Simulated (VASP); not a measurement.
Runs of VASP 6.6.1 on SiAs3. The structure is that of space group P-3m1 (No. 164), or close to it. The cells are those of the table. 

```csv
task,cell,k mesh,cutoff (eV),gap on the mesh (eV),pressure (GPa),largest force (eV/Å)
single point,"a = 3.702, b = 3.702, c = 6.546 Å, angles 90.0, 90.0, 120.0°, 4 atoms",6 × 6 × 4,520,none,0.3,0.03
single point,"a = 4.520, b = 4.520, c = 6.017 Å, angles 90.0, 90.0, 120.0°, 4 atoms",6 × 6 × 4,520,none,-0.3,(a)
single point,"a = 3.697, b = 3.697, c = 6.572 Å, angles 90.0, 90.0, 120.0°, 4 atoms",12 × 12 × 8,520,none,0.2,(b)
relaxation of cell and atoms,"relaxed from a = 4.520, b = 4.520, c = 6.017 Å, angles 90.0, 90.0, 120.0°, 4 atoms",6 × 6 × 4,600,none,-0.1,-
```

Alike in all rows: level PBE; potentials or basis VASP PAW PBE potentials, release 64 (Si, As); no spin polarisation; smearing gaussian 0.1 eV.

Problem. Estimate the missing entries.

Solution. (a) 0.93; (b) 0.01.

A k mesh can miss the band edges, and the runs leave out spin-orbit coupling on As.

A gap of «none» marks levels without a gap at the run's occupations.
